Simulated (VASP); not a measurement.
Here is a VASP 6.6.1 calculation.

File INCAR:

```
ALGO = Normal
EDIFF = 1E-6
EDIFFG = -0.04
ENCUT = 600
GGA = PE
IBRION = 2
ISIF = 3
ISMEAR = 0
LASPH = T
LCHARG = F
LREAL = F
LWAVE = F
NELM = 60
NSW = 90
PREC = Accurate
SIGMA = 0.1
```

Contents of KPOINTS:

```
k-points
0
Gamma
  4 4 4
```

File POSCAR:

```
Ga2Ge3O
1.0
    5.0230300295      0.0000000000      0.0000000000
    0.0000000000      5.0230300295      0.0000000000
    0.0000000000      0.0000000000      4.9804042675
Ga Ge O
2 3 1
Direct
    0.5000000000      0.0000000000      0.0000000000
    0.0000000000      0.5000000000      0.0000000000
    0.5000000000      0.0000000000      0.5000000000
    0.0000000000      0.5000000000      0.5000000000
    0.0000000000      0.0000000000      0.5000000000
    0.0000000000      0.0000000000      0.0000000000
```

Potentials or basis: VASP PAW PBE potentials, release 64 (Ga_d, Ge_d, O).

Run with:

```bash
$ cat potpaw_PBE.64/Ga_d/POTCAR potpaw_PBE.64/Ge_d/POTCAR potpaw_PBE.64/O/POTCAR > POTCAR
$ mpirun -np 1 vasp_std > vasp.out
```

**Question.** What does it give for the relaxed volume?

**Answer.** 20.64 Å³/atom.

**Question.** Predict the space group after relaxing (to 0.1 Å).

**Answer.** P4/mmm (No. 123).

Final structure:
```
Ga Ge O
1.0
     5.02870    0.00000    0.00000
     0.00000    5.02870    0.00000
     0.00000    0.00000    4.89682
Ga Ge O
2 3 1
Direct
  0.50000 0.00000 0.00000
  0.00000 0.50000 0.00000
  0.50000 0.00000 0.50000
  0.00000 0.50000 0.50000
  0.00000 0.00000 0.50000
  0.00000 0.00000 0.00000
```
